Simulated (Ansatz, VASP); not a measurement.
## One calculation of P, two programs

Contents of INCAR:

```
SYSTEM = P
PREC = Accurate ; ENCUT = 520
EDIFF = 1E-6 ; ISMEAR = -1
SIGMA = 0.05 ; LREAL = .False.
LASPH = .True. ; NELM = 80
ALGO = Normal ; ISIF = 2
LWAVE = .False. ; LCHARG = .True.
GGA = RE ; LELF = .True.
LVHAR = .True. ; NBANDS = 18
```

Contents of KPOINTS:

```
regular mesh
0
Gamma
  5 5 4
  0 0 0
```

Contents of POSCAR:

```
P
1.0
    1.6477431241     -5.4650377251      0.0000000000
    1.6477431241      5.4650377251      0.0000000000
    0.0000000000      0.0000000000      4.5436355900
P
4
Direct
    0.9041431300      0.0958568700      0.5888151700
    0.0958568700      0.9041431300      0.4111848300
    0.5958568700      0.4041431300      0.0888151700
    0.4041431300      0.5958568700      0.9111848300
```

The input input.yaml:

```yaml
crystal:
  lattice:
    - [1.6477431241, -5.4650377251, 0.0]
    - [1.6477431241, 5.4650377251, 0.0]
    - [0.0, 0.0, 4.54363559]
  atoms:
    - { symbol: P, position: [0.90414313, 0.09585687, 0.58881517] }
    - { symbol: P, position: [0.09585687, 0.90414313, 0.41118483] }
    - { symbol: P, position: [0.59585687, 0.40414313, 0.08881517] }
    - { symbol: P, position: [0.40414313, 0.59585687, 0.91118483] }
hamiltonian:
  xc: revpbe
  pseudopotentials: { kind: paw }
kpoints:
  mp_grid: { grid: [5, 5, 4] }
scf:
  occupations: { method: fermi_dirac, width: 0.05 }
  n_extra_bands: 10
output:
  forces: true
  stress: true
  eigenvalues: true
  dos: { projected: true, de: 0.05, nscf_kmesh: { grid: [8, 8, 6] } }
  write_density: true
  write_potential: true
  elf: true
  volumetric_format: npy
```

Alike in both runs: functional revPBE; k mesh 5 × 5 × 4; occupations fermi-dirac, width 0.05 eV; no spin polarisation.

|  | VASP | Ansatz |
| --- | --- | --- |
| version | VASP 6.6.1 | Ansatz 0.2.0 |
| potentials or method | VASP PAW PBE potentials, release 64 (P) | Ansatz PAW |
| plane-wave cutoff (eV) | 520 | 420 |
| valence electrons in the cell | 20 | 20 |
| task | single point | projected density of states |

```csv
,VASP,Ansatz,Ansatz less VASP
gap on the k mesh at the Fermi level (eV),0.49,0.48,-0.017
least direct gap on the mesh (eV),0.49,0.48,-0.017
pressure (GPa),2.9,3.4,+0.49
"traceless stress, the component that is largest in VASP (GPa)",0.54,0.58,+0.041
rms of the force components (eV/Å),0.164,0.202,+0.0379
```

VASP's potentials were made for PBE, not for revPBE. Atom by atom the forces differ by 0.042 eV/Å (rms over components).

Noted on Ansatz's run: odd divisions of the mesh miss points on the zone boundary, where band edges often lie, so the gap on the mesh can be too wide.
